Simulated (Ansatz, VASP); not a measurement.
**SiC: VASP beside Ansatz**

File INCAR:

```
ALGO = Normal
EDIFF = 1E-7
ENCUT = 520
GGA = PE
ISIF = 2
ISMEAR = 0
LASPH = True
LCHARG = False
LREAL = False
LWAVE = False
NBANDS = 26
NELM = 100
PREC = Accurate
SIGMA = 0.05
```

Contents of KPOINTS:

```
k-points
0
Gamma
  12 12 4
```

The input POSCAR:

```
SiC
1.0
    3.0291923366      0.0367761476      0.0756055766
   -1.4827470902      2.7794249120     -0.1651210934
    0.2475128585     -0.4812870241     10.2094229013
Si C
4 4
Direct
    0.6606830346      0.3431205663      0.9322776229
    0.3158488343      0.6553702021      0.4387284585
   -0.0139949591      0.0100954944      0.6836121699
   -0.0045917931     -0.0186271064      0.1962936582
    0.6722189282      0.3373672381      0.7510384730
    0.3592346227      0.6846104789      0.2483427995
   -0.0158588797     -0.0022516453      0.4975371862
    0.0264602121     -0.0096852281      0.0041676317
```

Input for Ansatz:

```yaml
crystal:
  lattice:
    - [3.0291923366, 0.0367761476, 0.0756055766]
    - [-1.4827470902, 2.779424912, -0.1651210934]
    - [0.2475128585, -0.4812870241, 10.2094229013]
  atoms:
    - { symbol: Si, position: [0.6606830346, 0.3431205663, 0.9322776229] }
    - { symbol: Si, position: [0.3158488343, 0.6553702021, 0.4387284585] }
    - { symbol: Si, position: [-0.0139949591, 0.0100954944, 0.6836121699] }
    - { symbol: Si, position: [-0.0045917931, -0.0186271064, 0.1962936582] }
    - { symbol: C, position: [0.6722189282, 0.3373672381, 0.751038473] }
    - { symbol: C, position: [0.3592346227, 0.6846104789, 0.2483427995] }
    - { symbol: C, position: [-0.0158588797, -0.0022516453, 0.4975371862] }
    - { symbol: C, position: [0.0264602121, -0.0096852281, 0.0041676317] }
basis:
  ecutwfc: 420
kpoints:
  mp_grid: { grid: [12, 12, 4] }
hamiltonian:
  xc: pbe
scf:
  occupations: { method: gaussian, width: 0.05 }
output:
  forces: true
  stress: true
  eigenvalues: true
```

Change from the starting cell: all atoms moved at random (sigma 0.06 Å a component), cell strained at random (sigma 0.03).

Alike in both runs: task single point; functional PBE; k mesh 12 × 12 × 4; occupations gaussian, width 0.05 eV; no spin polarisation.

|  | VASP | Ansatz |
| --- | --- | --- |
| version | VASP 6.6.1 | Ansatz 0.2.0 |
| potentials or method | VASP PAW PBE potentials, release 64 (Si, C), cutoff 520 eV | scalar-relativistic, plane waves, PAW |
| valence electrons in the cell | 32 | 32 |

Ansatz gave:

| Property | Result |
| --- | --- |
| gap on the k mesh at the Fermi level (eV) | 0.32 |
| least direct gap on the mesh (eV) | 1.77 |
| pressure (GPa) | -2.7 |
| traceless stress, the component that is largest in VASP (GPa) | -14.98 |
| rms of the force components (eV/Å) | 1.340 |

Q: Which values does VASP return?

A: gap on the k mesh at the Fermi level (eV): 0.32; least direct gap on the mesh (eV): 1.77; pressure (GPa): -2.8; traceless stress, the component that is largest in VASP (GPa): -15.04; rms of the force components (eV/Å): 1.338.

Atom by atom the forces differ by 0.003 eV/Å (rms over components).
